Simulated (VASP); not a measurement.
NaB:

```
CELL_PARAMETERS angstrom
3.79556 0.00000 0.00000
1.89778 3.28705 0.00000
1.89778 1.09568 3.09907
ATOMIC_POSITIONS crystal
Na 0.00000 0.00000 0.00000
B 0.50000 0.50000 0.50000
```

Base run:

```yaml
Program: VASP 6.6.1
Functional: PBEsol
Potentials_or_basis: VASP PAW PBE potentials, release 64 (Na_pv, B)
Cutoff: 520 eV
k_mesh: 11 × 11 × 11
Occupations: gaussian, width 0.05 eV
Spin: no spin polarisation
```

Its results: band gap on the k mesh zero (band 5 reaches 3.12 eV, above the bottom of band 6 at 0.20 eV); pressure -0.9 GPa.

Q: The run is repeated on the same cell with these changes: functional from PBEsol to PBE. What comes out?

A: Band gap on the k mesh zero (band 5 reaches 3.13 eV, above the bottom of band 6 at 0.27 eV); pressure 0.3 GPa.

PBE binds less tightly than PBEsol, so the same cell stands under more pressure.

Caveats: the PAW data sets were made with another functional, which shifts forces and pressure a little (some runs).
